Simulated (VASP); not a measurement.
Na3Nb:

```
Na Nb
1.0
     4.24024    0.00000    0.00000
     0.00000    4.24024    0.00000
     0.00000    0.00000    4.24024
Na Nb
3 1
Direct
  0.00000 0.50000 0.50000
  0.50000 0.00000 0.50000
  0.50000 0.50000 0.00000
  0.00000 0.00000 0.00000
```

| Quantity | Value |
| --- | --- |
| Program | VASP 6.6.1 |
| Task | relaxation of cell and atoms |
| Functional | PBE |
| Potentials or basis | VASP PAW PBE potentials, release 64 (Na_pv, Nb_sv) |
| Cutoff | 600 eV |
| k mesh | 4 × 4 × 4 |
| Occupations | gaussian, width 0.1 eV |
| Spin | no spin polarisation |

At the start: pressure 13.8 GPa; volume 19.06 Å³/atom.

Question: How do energy, volume and symmetry change on relaxing?

Answer: Over 4 steps the energy falls by 244.1 meV/atom and the volume is 26.37 Å³/atom (+38.4 %); space group Pm-3m (No. 221, to 0.05 Å).

Step by step:
```
step  energy change (eV)  largest force (eV/Å)  pressure (GPa)  volume (Å³)
   1              0.0000                0.0000           13.85        76.24
   2             -0.9006                0.0000            2.66        95.90
   3             -0.9703                0.0000            0.68       102.81
   4             -0.9764                0.0000            0.05       105.50
```

Final structure:
```
Na Nb
1.0
     4.72512    0.00000    0.00000
     0.00000    4.72512    0.00000
     0.00000    0.00000    4.72512
Na Nb
3 1
Direct
  0.00000 0.50000 0.50000
  0.50000 0.00000 0.50000
  0.50000 0.50000 0.00000
  0.00000 0.00000 0.00000
```

Caveat: the k points lie up to 0.33 Å⁻¹ apart in the final cell; the volume moved by over 15 % at a fixed basis, so the end points are rough.
